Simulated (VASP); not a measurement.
# Au (Cmcm) in VASP: a series of runs, part 2 of 2

VASP 6.6.1.

## 3. Single point, PBEsol (uniaxial strain along a: -1.0 %, then relaxed in part)

INCAR reads:

```
SYSTEM = Au
  ALGO = Fast
  EDIFF = 1E-6
  ENCUT = 520
  GGA = PS
  ISIF = 2
  ISMEAR = 0
  LASPH = .TRUE.
  LCHARG = .TRUE.
  LELF = .TRUE.
  LREAL = .FALSE.
  LVHAR = .TRUE.
  LWAVE = .FALSE.
  NBANDS = 30
  NELM = 100
  PREC = Accurate
  SIGMA = 0.1
```

KPOINTS reads:

```
k-points
0
G
  18 10 12
  0 0 0
```

POSCAR reads:

```
Au
1.0
    2.7918297602      0.0000000000      0.0000000000
    0.0000000000      5.0325910725      0.0000000000
    0.0000000000      0.0000000000      4.8321023996
Au
4
Direct
    0.0000000000      0.3378528684      0.7500000000
    0.5000000000      0.1621471316      0.2500000000
    0.5000000000      0.8378528684      0.7500000000
    0.0000000000      0.6621471316      0.2500000000
```

Potentials or basis: VASP PAW PBE potentials, release 64 (Au).

Run with:

```bash
> cat potpaw_PBE.64/Au/POTCAR > POTCAR
> mpirun -np 1 vasp_std > vasp.out
```

OUTCAR:

```text
SYSTEM = Au
   EDIFF = 1E-6
   ENCUT = 520
   GGA = PS
   ISIF = 2
   ISMEAR = 0
   LASPH = .TRUE.
   LREAL = .FALSE.
   NELM = 100
   PREC = Accurate

 ion  position               nearest neighbor table
   1  0.000  0.338  0.750-   3 2.88   3 2.88   3 2.88   3 2.88   4 2.92   4 2.92   2 2.93   2 2.93
                             2 2.93   2 2.93
   2  0.500  0.162  0.250-   4 2.88   4 2.88   4 2.88   4 2.88   3 2.92   3 2.92   1 2.93   1 2.93
                             1 2.93   1 2.93
   3  0.500  0.838  0.750-   1 2.88   1 2.88   1 2.88   1 2.88   2 2.92   2 2.92   4 2.93   4 2.93
                             4 2.93   4 2.93
   4  0.000  0.662  0.250-   2 2.88   2 2.88   2 2.88   2 2.88   1 2.92   1 2.92   3 2.93   3 2.93
                             3 2.93   3 2.93

  LATTYP: Found a simple orthorhombic cell.
 ALAT       =     2.7918297602
 B/A-ratio  =     1.7308012360
 C/A-ratio  =     1.8026138786

  Lattice vectors:

 A1 = (  -2.7918297602,   0.0000000000,   0.0000000000)
 A2 = (   0.0000000000,   0.0000000000,   4.8321023996)
 A3 = (   0.0000000000,   5.0325910725,   0.0000000000)

Analysis of symmetry for initial positions (statically):
=====================================================================
 Subroutine PRICEL returns following result:

  LATTYP: Found a base centered orthorhombic cell.
 ALAT       =     2.7918297602
 B/A-ratio  =     1.8026138786
 C/A-ratio  =     1.7308012360

  Lattice vectors:

 A1 = (  -1.3959148801,   2.5162955363,   0.0000000000)
 A2 = (  -1.3959148801,  -2.5162955362,   0.0000000000)
 A3 = (   0.0000000000,   0.0000000000,   4.8321023996)

   2 primitive cells build up your supercell.

 Routine SETGRP: Setting up the symmetry group for a
 simple orthorhombic supercell.

 Subroutine GETGRP returns: Found  8 space group operations
 (whereof  4 operations were pure point group operations)
 out of a pool of  8 trial point group operations.

The static configuration has the point symmetry C_2h.
 The point group associated with its full space group is D_2h.

Analysis of symmetry for dynamics (positions and initial velocities):
=====================================================================
 Subroutine PRICEL returns following result:

  LATTYP: Found a base centered orthorhombic cell.
 ALAT       =     2.7918297602
 B/A-ratio  =     1.8026138786
 C/A-ratio  =     1.7308012360

  Lattice vectors:

 A1 = (  -1.3959148801,   2.5162955363,   0.0000000000)
 A2 = (  -1.3959148801,  -2.5162955362,   0.0000000000)
 A3 = (   0.0000000000,   0.0000000000,   4.8321023996)

   2 primitive cells build up your supercell.

 Routine SETGRP: Setting up the symmetry group for a
 simple orthorhombic supercell.

 Subroutine GETGRP returns: Found  8 space group operations
 (whereof  4 operations were pure point group operations)
 out of a pool of  8 trial point group operations.

The dynamic configuration has the point symmetry C_2h.
 The point group associated with its full space group is D_2h.

 Subroutine INISYM returns: Found  8 space group operations
 (whereof  4 operations are pure point group operations),
 and found     2 'primitive' translations

----------------------------------------------------------------------------------------

                                     Primitive cell

[... 36 lines left out ...]

  Shift w.r.t. Gamma in fractional coordinates (k-lattice)
     0.000000000  0.000000000  0.000000000

 Subroutine IBZKPT returns following result:
 ===========================================

 Found    420 irreducible k-points:

 Following reciprocal coordinates:
            Coordinates               Weight
  0.000000  0.000000  0.000000      1.000000
  0.055556  0.000000  0.000000      2.000000
  0.111111  0.000000  0.000000      2.000000
  0.166667  0.000000  0.000000      2.000000
  0.222222  0.000000  0.000000      2.000000
  0.277778  0.000000  0.000000      2.000000
[... 16 lines left out ...]
  0.111111  0.200000  0.000000      4.000000
  0.166667  0.200000  0.000000      4.000000
 [... further k-points ...]
   k-points           NKPTS =    420   k-points in BZ     NKDIM =    420   number of bands    NBANDS=     30
   number of dos      NEDOS =    301   number of ions     NIONS =      4
   total plane-waves  NPLWV =  34560
   dimension x,y,z NGX =    24 NGY =   40 NGZ =   36
   dimension x,y,z NGXF=    48 NGYF=   80 NGZF=   72
   ions per type =               4
   NGX,Y,Z   is equivalent  to a cutoff of  14.29, 13.21, 12.39 a.u.
   NGXF,Y,Z  is equivalent  to a cutoff of  28.58, 26.43, 24.77 a.u.
 SYSTEM =  Au
   PREC   = accura    normal or accurate (medium, high low for compatibility)
   ISTART =      0    job   : 0-new  1-cont  2-samecut
   ICHARG =      2    charge: 1-file 2-atom 10-const
   ISPIN  =      1    spin polarized calculation?
   LNONCOLLINEAR =      F non collinear calculations
   LSORBIT =      F    spin-orbit coupling
   LASPH  =      T    aspherical Exc in radial PAW
   ENCUT  =  520.0 eV  38.22 Ry    6.18 a.u.   5.19  9.36  8.98*2*pi/ulx,y,z
   NELM   =    100;   NELMIN=  2; NELMDL= -5     # of ELM steps
   EDIFF  = 0.1E-05   stopping-criterion for ELM
   LREAL  =      F    real-space projection
   EDIFFG = 0.1E-04   stopping-criterion for IOM
   NSW    =      0    number of steps for IOM
   IBRION =     -1    ionic relax: 0-MD 1-quasi-New 2-CG
   NFREE  =      0    steps in history (QN), initial steepest desc. (CG)
   ISIF   =      2    stress and relaxation
   ISYM   =      2    0-nonsym 1-usesym 2-fastsym
   POTIM  = 0.5000    time-step for ionic-motion
   TEBEG  =    0.0;   TEEND  =   0.0 temperature during run
   PSTRESS=    0.0 pullay stress
   NELECT =      44.0000    total number of electrons
   NUPDOWN=      -1.0000    fix difference up-down
   EMIN   =  10.00;   EMAX   =-10.00  energy-range for DOS
   EFERMI =   0.00;   METHOD = LEGACY
   ISMEAR =     0;   SIGMA  =   0.10  broadening in eV -4-tet -1-fermi 0-gaus
   EFERMI_NEDOS =   21; number of points for ismear=-14 and -15
   IALGO  =     68    algorithm
   IMIX   =      4    mixing-type and parameters
     AMIX     =   0.40;   BMIX     =  1.00
     AMIX_MAG =   1.60;   BMIX_MAG =  1.00
  volume/ion in A,a.u.               =      16.97       114.54
  Fermi-wavevector in a.u.,A,eV,Ry     =   1.416729  2.677230 27.308545  2.007121
  Thomas-Fermi vector in A             =   2.538033
   LORBIT       =      0    0 simple, 1 ext, 2 COOP (PROOUT), +10 PAW based schemes
   GGA     = PS    functional components
   LHFCALC =     F    Hartree Fock is set to
   AEXX    =    0.0000 exact exchange contribution
   IVDW    =     0    specifies the selected vdW correction
   LEPSILON=     F    determine dielectric tensor
   LRPA    =     F    only Hartree local field effects (RPA)
 non-spin polarized calculation
 RMM-DIIS sequential band-by-band and
 Gauss-broadening in eV      SIGMA  =   0.10
  energy-cutoff  :      520.00
  volume of cell :       67.89
 maximum number of plane-waves:      1849
 NGX is ok and might be reduce to    24
   NGX = 11   NGY = 19   NGZ = 17

 number of electron      44.0000005 magnetization

 Free energy of the ion-electron system (eV)
  ---------------------------------------------------
  ext. energy  EPLUGINS =         0.00000000
  ---------------------------------------------------
  free energy    TOTEN  =       -15.66151563 eV

  energy without entropy =      -15.65642140  energy(sigma->0) =      -15.65896851

 E-fermi :   9.3330     XC(G=0): -12.9072

 val. band max:        9.3313333993   @ k =   0.0556   0.5000   0.2500
 cond. band min:       9.3387763623   @ k =   0.0556   0.1000   0.5000
 fundamental gap:      0.0074429631
 Fermi energy:         9.3329537819

 k-point     1 :       0.0000    0.0000    0.0000
  band No.  band energies     occupation
      1      -0.6211      2.00000
      2       1.8431      2.00000
      3       2.3218      2.00000
      4       2.4096      2.00000
      5       3.0500      2.00000
      6       4.3636      2.00000
[... 781 lines left out ...]
     29      20.4523      0.00000
     30      21.9324      0.00000

 [... further k-points ...]
[... 5 lines left out ...]
  --------------------------------------------------------------------------------------
  -------------------------------------------------------------------------------------
  Total        0.9302369     -0.1247633     -0.1326917      0.0000000      0.0000000      0.0000000
  in kB       21.9526749     -2.9442919     -3.1313934      0.0000000      0.0000000      0.0000000
  external PRESSURE =       5.2923299 kB  Pullay stress =       0.0000000 kB

 VOLUME and BASIS-vectors are now :
 -----------------------------------------------------------------------------
  energy-cutoff  :      520.00
  volume of cell :       67.89
      direct lattice vectors                 reciprocal lattice vectors
     2.791829760  0.000000000  0.000000000     0.358188029  0.000000000  0.000000000
     0.000000000  5.032591072  0.000000000     0.000000000  0.198704799  0.000000000
     0.000000000  0.000000000  4.832102400     0.000000000  0.000000000  0.206949257

 POSITION                                       TOTAL-FORCE (eV/Angst)
 -----------------------------------------------------------------------------------
      0.00000      1.70028      3.62408         0.000000     -0.000263     -0.000000
      1.39591      0.81602      1.20803        -0.000000      0.000263      0.000000
      1.39591      4.21657      3.62408         0.000000     -0.000263     -0.000000
      0.00000      3.33232      1.20803         0.000000      0.000263      0.000000
 -----------------------------------------------------------------------------------
    total drift:                                0.000000     -0.000000     -0.000000

  FREE ENERGIE OF THE ION-ELECTRON SYSTEM (eV)
  ---------------------------------------------------
  free  energy   TOTEN  =       -15.6615156322 eV

  energy  without entropy=      -15.6564213953  energy(sigma->0) =      -15.65896851
```

OSZICAR:

```text
N       E                     dE             d eps       ncg     rms          rms(c)
DAV:   1     0.283983661895E+03    0.28398E+03   -0.23028E+04 25200   0.144E+03
DAV:   2    -0.995684328884E+01   -0.29394E+03   -0.28001E+03 27312   0.322E+02
DAV:   3    -0.169919761486E+02   -0.70351E+01   -0.69631E+01 29072   0.498E+01
DAV:   4    -0.170337906207E+02   -0.41814E-01   -0.41805E-01 27114   0.397E+00
DAV:   5    -0.170341635517E+02   -0.37293E-03   -0.37293E-03 28920   0.416E-01    0.194E+01
RMM:   6    -0.157592420331E+02    0.12749E+01   -0.26970E+00 25202   0.101E+01    0.119E+01
RMM:   7    -0.156750679217E+02    0.84174E-01   -0.46605E-01 25600   0.409E+00    0.494E+00
RMM:   8    -0.156621296301E+02    0.12938E-01   -0.68370E-02 25683   0.166E+00    0.101E+00
RMM:   9    -0.156614855384E+02    0.64409E-03   -0.45684E-03 26773   0.406E-01    0.219E-01
RMM:  10    -0.156615529557E+02   -0.67417E-04   -0.63580E-04 27147   0.126E-01    0.225E-01
RMM:  11    -0.156615140054E+02    0.38950E-04   -0.15537E-04 26829   0.793E-02    0.226E-02
RMM:  12    -0.156615159014E+02   -0.18960E-05   -0.13056E-05 26255   0.211E-02    0.136E-02
RMM:  13    -0.156615156322E+02    0.26920E-06   -0.19940E-06 18129   0.785E-03
   1 F= -.15661516E+02 E0= -.15658969E+02  d E =-.509424E-02
```

Wall time 14 min (1 thread of AMD EPYC 7R43 (Zen 3), shared host); peak memory 0.61 GiB.

What came out:

- Free energy: -15.6615 eV
- Pressure: 0.5 GPa
- Band gap on the k mesh: zero (band 22 reaches 11.61 eV, above the bottom of band 23 at 7.28 eV)

Stress tensor (GPa, compression positive):
```
 2.20  0.00  0.00
 0.00 -0.29  0.00
 0.00  0.00 -0.31
```

Levels at points of the mesh, in eV from the Fermi level:
```tsv
k point	band 19	band 20	band 21	band 22	band 23	band 24	band 25	band 26
(0.00, 0.00, 0.00)	-1.91	-1.89	-1.68	-1.30	0.29	1.32	2.56	5.51
(0.50, 0.00, 0.00)	-1.86	-1.86	0.22	0.22	4.53	4.53	5.85	5.85
(0.00, 0.50, 0.00)	-3.02	-3.02	-1.99	-1.99	2.66	2.66	3.07	3.07
(0.50, 0.50, 0.00)	-1.64	-1.64	0.45	0.45	1.83	1.83	5.77	5.77
(0.00, 0.00, 0.50)	-2.36	-2.36	-1.77	-1.77	0.12	0.12	3.74	3.74
(0.50, 0.00, 0.50)	-1.88	-1.88	1.20	1.20	1.20	1.20	6.77	6.77
(0.00, 0.50, 0.50)	-2.55	-2.55	-2.04	-2.04	-2.04	-2.04	10.16	10.16
(0.50, 0.50, 0.50)	-1.68	-1.68	0.57	0.57	0.57	0.57	4.18	4.18
```

Caveat: the cell differs from its parent crystal (uniaxial strain along a: -1.0 %, then relaxed in part); the PAW data sets were made with another functional, which shifts forces and pressure a little; spin-orbit coupling is left out, which moves the levels of the heavy elements.

## 4. Relaxation of shape and atoms at fixed volume, PBEsol (volume scaled by 0.88)

INCAR reads:

```
PREC = Accurate ; ENCUT = 600
EDIFF = 1E-6 ; ISMEAR = 0
SIGMA = 0.1 ; LREAL = False
LASPH = True ; NELM = 60
ALGO = Fast ; ISIF = 4
LWAVE = False ; LCHARG = False
GGA = PS ; IBRION = 2
NSW = 50 ; EDIFFG = -0.01
```

KPOINTS reads:

```
regular mesh
0
Gamma
  16 16 10
```

POSCAR reads:

```
Au
1.0
    1.3610016043     -2.4026781568      0.0000000000
    1.3610016043      2.4026781568      0.0000000000
    0.0000000000      0.0000000000      4.5849907755
Au
2
Direct
    0.6640031480      0.3359968520      0.2500000000
    0.3359968520      0.6640031480      0.7500000000
```

Potentials or basis: VASP PAW PBE potentials, release 64 (Au).

Run with:

```bash
> cat potpaw_PBE.64/Au/POTCAR > POTCAR
> mpirun -np 1 vasp_std > vasp.out
```

OUTCAR:

```text
PREC = Accurate
   ENCUT = 600
   EDIFF = 1E-6
   ISMEAR = 0
   LREAL = False
   LASPH = True
   NELM = 60
   ISIF = 4
   GGA = PS
   IBRION = 2
   NSW = 50
   EDIFFG = -0.01

 ion  position               nearest neighbor table
   1  0.664  0.336  0.250-   2 2.78   2 2.78   2 2.79   2 2.79   2 2.79   2 2.79
   2  0.336  0.664  0.750-   1 2.78   1 2.78   1 2.79   1 2.79   1 2.79   1 2.79

  LATTYP: Found a base centered orthorhombic cell.
 ALAT       =     2.7220032086
 B/A-ratio  =     1.7653749630
 C/A-ratio  =     1.6844178438

  Lattice vectors:

 A1 = (   1.3610016043,  -2.4026781568,   0.0000000000)
 A2 = (   1.3610016043,   2.4026781568,   0.0000000000)
 A3 = (   0.0000000000,   0.0000000000,   4.5849907755)

Analysis of symmetry for initial positions (statically):
[... 309 lines left out ...]
      5       6.3767      2.00000
      6       6.5738      2.00000
      7       6.7540      2.00000
      8       7.4053      2.00000
      9       7.5549      2.00000
     10       9.2118      2.00000
     11       9.2741      2.00000
     12       9.7573      2.00000
     13      15.0390      0.00000
     14      25.8930      0.00000
[... 401 lines left out ...]
      2       3.0028      2.00000
      3       5.8294      2.00000
      4       6.2198      2.00000
      5       6.4745      2.00000
      6       6.5345      2.00000
      7       6.8457      2.00000
      8       7.2927      2.00000
      9       7.4884      2.00000
     10       8.4159      2.00000
     11       9.2451      2.00000
     12      10.7822      2.00000
     13      15.0280      0.00000
     14      26.0176      0.00000
     15      27.5444      0.00000

 [... further k-points ...]

------------------------ aborting loop because EDIFF is reached ----------------------------------------

  FORCE on cell =-STRESS in cart. coord.  units (eV):
  Direction    XX          YY          ZZ          XY          YZ          ZX
  --------------------------------------------------------------------------------------
  -------------------------------------------------------------------------------------
  Total        5.8784146      5.8767249      5.8948469      0.0000000      0.0000000      0.0000000
  in kB      314.0856489    313.9953705    314.9636340      0.0000000      0.0000000      0.0000000
  external PRESSURE =     314.3482178 kB  Pullay stress =       0.0000000 kB
[... 17 lines left out ...]
  FREE ENERGIE OF THE ION-ELECTRON SYSTEM (eV)
  ---------------------------------------------------
  free  energy   TOTEN  =        -7.4843533974 eV

  energy  without entropy=       -7.4802016145  energy(sigma->0) =       -7.48227751

 reached required accuracy - stopping structural energy minimisation
```

Wall time 8.5 min (1 thread of Oxide Virtual Turin-like, shared host); peak memory 0.3 GiB.

Results:

```yaml
Free_energy: -7.4844 eV
Energy_gained_by_relaxing: 0.1 meV/atom
Ionic_steps: 4
Pressure_after_relaxing: 31.4 GPa
Largest_force_after_relaxing: 0.007 eV/Å
Band_gap_on_the_k_mesh: zero (band 11 reaches 15.88 eV, above the bottom of band 12 at 8.70 eV)
```

Forces in eV/Å, atoms in the order of the input:
```
Au   0.000 -0.007  0.000
Au   0.000  0.007  0.000
```

Stress tensor (GPa, compression positive):
```
31.41  0.00  0.00
 0.00 31.40  0.00
 0.00  0.00 31.50
```

The path:
```csv
step,energy change (eV),largest force (eV/Å),pressure (GPa),volume (Å³)
1,0.0000,0.0020,31.49,29.99
2,-0.0001,0.0064,31.44,29.99
3,-0.0001,0.0087,31.43,29.99
4,-0.0001,0.0070,31.43,29.99
```

Final structure:
```cif
data_structure
_symmetry_space_group_name_H-M 'P 1'
_symmetry_Int_Tables_number 1
_cell_length_a 2.7587
_cell_length_b 2.7587
_cell_length_c 4.5826
_cell_angle_alpha 90.000
_cell_angle_beta 90.000
_cell_angle_gamma 120.706
_cell_volume 29.99
loop_
_atom_site_label
_atom_site_type_symbol
_atom_site_fract_x
_atom_site_fract_y
_atom_site_fract_z
_atom_site_occupancy
Au1 Au 0.66413 0.33587 0.25000 1
Au2 Au 0.33587 0.66413 0.75000 1
```

Caveat: the cell differs from its parent crystal (volume scaled by 0.88); the PAW data sets were made with another functional, which shifts forces and pressure a little; spin-orbit coupling is left out, which moves the levels of the heavy elements.

## 5. The runs side by side

| task | cell | k mesh | cutoff (eV) | gap on the mesh (eV) | pressure (GPa) |
| --- | --- | --- | --- | --- | --- |
| single point | a = 2.978, b = 2.978, c = 4.990 Å, angles 90.0, 90.0, 122.1°, 2 atoms | 16 × 16 × 10 | 520 | none | -12.5 |
| single point | a = 2.792, b = 5.033, c = 4.832 Å, 4 atoms | 18 × 10 × 12 | 520 | none | 0.5 |
| relaxation of shape and atoms at fixed volume | relaxed from a = 2.761, b = 2.761, c = 4.585 Å, angles 90.0, 90.0, 120.9°, 2 atoms | 16 × 16 × 10 | 600 | none | 31.4 |

Alike in all rows: level PBEsol; potentials or basis VASP PAW PBE potentials, release 64 (Au); no spin polarisation; smearing gaussian 0.1 eV.

Caveats: the PAW data sets were made with another functional, which shifts forces and pressure a little; spin-orbit coupling is left out, which moves the levels of the heavy elements.

Absolute energies hang on the potentials; compare differences alone.
